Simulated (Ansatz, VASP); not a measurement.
## One calculation of Ir, two programs

```xyz
2
Lattice="0.0000 -1.9352 -1.9352 0.0000 1.9352 -1.9352 3.8704 0.0000 0.0000" Properties=species:S:1:pos:R:3 pbc="T T T"
Ir    1.9352   -0.0824   -1.9352
Ir    0.0000    0.0824    0.0000
```

Change from the starting cell: mode 4 frozen in at -0.082 Å and mode 6 at -0.000 Å (largest displacements).

Alike in both runs: task single point; functional PBE; k mesh 16 × 16 × 12; occupations gaussian, width 0.15 eV; no spin polarisation.

|  | VASP | Ansatz |
| --- | --- | --- |
| version | VASP 6.6.1 | Ansatz 0.2.0 |
| potentials or method | VASP PAW PBE potentials, release 64 (Ir), cutoff 520 eV | scalar-relativistic, plane waves, PAW |
| valence electrons in the cell | 18 | 34 |

VASP gave:

| Item | Value |
| --- | --- |
| gap on the k mesh at the Fermi level (eV) | none |
| pressure (GPa) | 3.0 |
| traceless stress, the component that is largest in VASP (GPa) | -3.49 |
| rms of the force components (eV/Å) | 0.681 |

Q: Which values does Ansatz return?

A: gap on the k mesh at the Fermi level (eV): none; pressure (GPa): 2.5; traceless stress, the component that is largest in VASP (GPa): -3.49; rms of the force components (eV/Å): 0.678.

Atom by atom the forces differ by 0.003 eV/Å (rms over components). A gap of «none» marks a metal or a gap that the smearing closes. VASP's potentials hold 18 valence electrons a cell and Ansatz's 34, so a difference there can come from the potentials and not from the codes.

Neither program's run includes spin-orbit coupling.
